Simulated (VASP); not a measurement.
A run of VASP 6.6.1 is set up as follows.

Contents of INCAR:

```
ALGO = Normal ; EDIFF = 1E-6
ENCUT = 520 ; GGA = PE
ISIF = 2 ; ISMEAR = -1
LASPH = True ; LCHARG = False
LREAL = False ; LWAVE = False
NBANDS = 14 ; NELM = 80
PREC = Accurate ; SIGMA = 0.05
```

File KPOINTS:

```
k-points
0
Gamma
  16 16 16
```

POSCAR

```
CoSi
1.0
    2.4362277606      0.0000000000      0.0000000000
    0.0000000000      2.4362277606      0.0000000000
    0.0000000000      0.0000000000      2.4362277606
Co Si
1 1
Direct
    0.0000000000      0.0000000000      0.0000000000
    0.5000000000      0.5000000000      0.5000000000
```

Potentials or basis: VASP PAW PBE potentials, release 64 (Co, Si).

Run with:

```bash
$ cat potpaw_PBE.64/Co/POTCAR potpaw_PBE.64/Si/POTCAR > POTCAR
$ mpirun -np 1 vasp_std > vasp.out
```

Problem. Estimate the pressure.

Solution. 212.3 GPa.

Problem. Predict the band gap on the k mesh.

Solution. Zero (an odd number of electrons rules out a gap without spin polarisation).

Caveat: the cell stands under pressure; the run has no spin polarisation, though such a crystal can be magnetic. Spin polarisation is off, so any magnetic state and its effect on volume and gap are missing.
